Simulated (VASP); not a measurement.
**AlH2: relaxation of cell and atoms with PBE**

AlH2:

```
Al H
1.0
     3.13730    0.00000    0.00000
    -1.56865    2.71698    0.00000
     0.00000    0.00000    3.68664
Al H
1 2
Direct
  0.66667 0.33333 0.00000
  0.33333 0.66667 0.17254
  0.33333 0.66667 0.82746
```

* Program: VASP 6.6.1
* Task: relaxation of cell and atoms
* Functional: PBE
* Potentials or basis: VASP PAW PBE potentials, release 64 (Al, H_h)
* Cutoff: 910 eV
* k mesh: 6 × 6 × 6
* Occupations: gaussian, width 0.1 eV
* Spin: no spin polarisation
* Dipole correction: no
* Second run: hard_potentials
* Further INCAR settings: ALGO = Normal; EDIFF = 1e-07; IBRION = 2; EDIFFG = -0.04; NSW = 90; ISIF = 3

| Property | Result |
| --- | --- |
| Relaxed volume | 8.72 Å³/atom |
| Relaxed cell | a = 2.766 Å, b = 2.766 Å, c = 3.947 Å, α = 90.00°, β = 90.00°, γ = 120.00° |
| Space group after relaxing (to 0.05 Å) | P-6m2 (No. 187) |
| Energy gained by relaxing | 397.5 meV/atom |
| Ionic steps | 9 |
| Pressure after relaxing | 0.0 GPa |
| Largest force after relaxing | 0.034 eV/Å |

Forces in eV/Å, atoms in the order of the input:
```
Al   0.000  0.000  0.000
H    0.000  0.000  0.034
H    0.000  0.000 -0.034
```

Stress tensor (GPa, compression positive):
```
-0.08  0.00  0.00
 0.00 -0.08  0.00
 0.00  0.00  0.10
```

The path:
```csv
step,energy change (eV),largest force (eV/Å),pressure (GPa),volume (Å³)
1,0.0000,1.6967,0.15,31.42
2,-0.3510,1.7951,-2.17,31.46
3,-1.0431,0.6627,-6.94,31.49
4,-0.9833,0.1084,-10.18,31.35
5,-1.1671,0.0002,3.62,25.04
6,-1.1812,0.0651,-0.14,26.09
7,-1.1892,0.0325,1.15,25.77
8,-1.1919,0.0082,0.68,25.88
9,-1.1925,0.0342,-0.02,26.16
```

Final structure:
```
Al H
1.0
     2.76647    0.00000    0.00000
    -1.38323    2.39583    0.00000
     0.00000    0.00000    3.94657
Al H
1 2
Direct
  0.66667 0.33333 0.00000
  0.33333 0.66667 0.36165
  0.33333 0.66667 0.63835
```

Levels at points of the mesh, in eV from the Fermi level:
```csv
k point,band 1,band 2,band 3,band 4,band 5,band 6
"(0.00, 0.00, 0.00)",-11.70,-2.91,-2.21,10.44,12.83,12.83
"(0.50, 0.00, 0.00)",-7.65,-3.10,1.20,1.95,5.30,7.02
"(0.00, 0.00, 0.50)",-9.46,-9.29,7.35,7.70,13.60,13.60
"(0.50, 0.00, 0.50)",-6.29,-4.14,-1.86,0.88,8.89,9.10
```

It took 56 s on 1 thread of AMD EPYC 7R43 64-Core Processor (Zen 3), with other jobs on the host, peak memory 0.16 GiB.

Caveat: the k points lie up to 0.44 Å⁻¹ apart in the final cell; the volume moved by over 15 % at a fixed basis, so the end points are rough.
